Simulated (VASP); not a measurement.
Input of a VASP 6.6.1 run:

Contents of POSCAR:

```
Mg
1.0
    3.1877281262      0.0000000000      0.0000000000
   -1.5938640631      2.7606535377      0.0000000000
    0.0000000000      0.0000000000     27.8430169302
Mg
6
Direct
    0.6666666667      0.3333333333      0.2693673613
    0.3333333333      0.6666666667      0.3618169674
    0.6666666667      0.3333333333      0.4537751969
    0.3333333333      0.6666666667      0.5462248031
    0.0000000000      0.0000000000      0.6386744092
    0.3333333333      0.6666666667      0.7306326387
```

File INCAR.step1:

```
SYSTEM = Mg
ALGO     = Normal         ! electronic algorithm
DIPOL    = 0.5 0.5 0.500
EDIFF    = 1E-4           ! SCF threshold, eV
ENCUT    = 520            ! plane-wave cutoff, eV
GGA      = PE             ! functional
IDIPOL   = 3            
ISMEAR   = 0              ! smearing method
LASPH    = .True.         ! aspherical terms in the spheres
LCHARG   = .False.        ! write CHGCAR
LDIPOL   = .True.       
LREAL    = .False.        ! projectors in reciprocal space
LWAVE    = .True.         ! write WAVECAR
NBANDS   = 15             ! bands
NELM     = 100            ! most SCF steps
PREC     = Accurate       ! precision mode
SIGMA    = 0.1            ! smearing width, eV
```

Contents of INCAR.step2:

```
SYSTEM = Mg
ALGO     = Normal         ! electronic algorithm
DIPOL    = 0.5 0.5 0.500
EDIFF    = 1E-6           ! SCF threshold, eV
ENCUT    = 520            ! plane-wave cutoff, eV
IDIPOL   = 3            
ISIF     = 2              ! what is computed and relaxed
ISMEAR   = 0              ! smearing method
ISTART   = 1            
LASPH    = .True.         ! aspherical terms in the spheres
LCHARG   = .True.         ! write CHGCAR
LDIPOL   = .True.       
LELF     = .True.         ! ELF
LMIXTAU  = .True.       
LREAL    = .False.        ! projectors in reciprocal space
LVACPOTAV= .True.       
LVHAR    = .True.       
LWAVE    = .False.        ! write WAVECAR
METAGGA  = R2SCAN         ! meta-GGA
NBANDS   = 15             ! bands
NELM     = 100            ! most SCF steps
PREC     = Accurate       ! precision mode
SIGMA    = 0.1            ! smearing width, eV
```

Contents of KPOINTS:

```
k-points
0
Gamma
  6 6 1
  0 0 0
```

Potentials or basis: VASP PAW PBE potentials, release 64 (Mg).

Launch:

```sh
$ cat potpaw_PBE.64/Mg/POTCAR > POTCAR
$ cp INCAR.step1 INCAR
$ mpirun -np 1 vasp_std > vasp.out
$ cp INCAR.step2 INCAR
$ mpirun -np 1 vasp_std > vasp.out
```

(1) What does it give for the band gap on the k mesh?

(2) What does it give for the largest force?

## Answers

(1) zero (bands 6 and 7 overlap by 1.30 eV).

(2) 0.148 eV/Å.

Caveat: the k points lie up to 0.38 Å⁻¹ apart, too coarse for converged energies and pressures of a metal; the PAW data sets were made with another functional, which shifts forces and pressure a little.
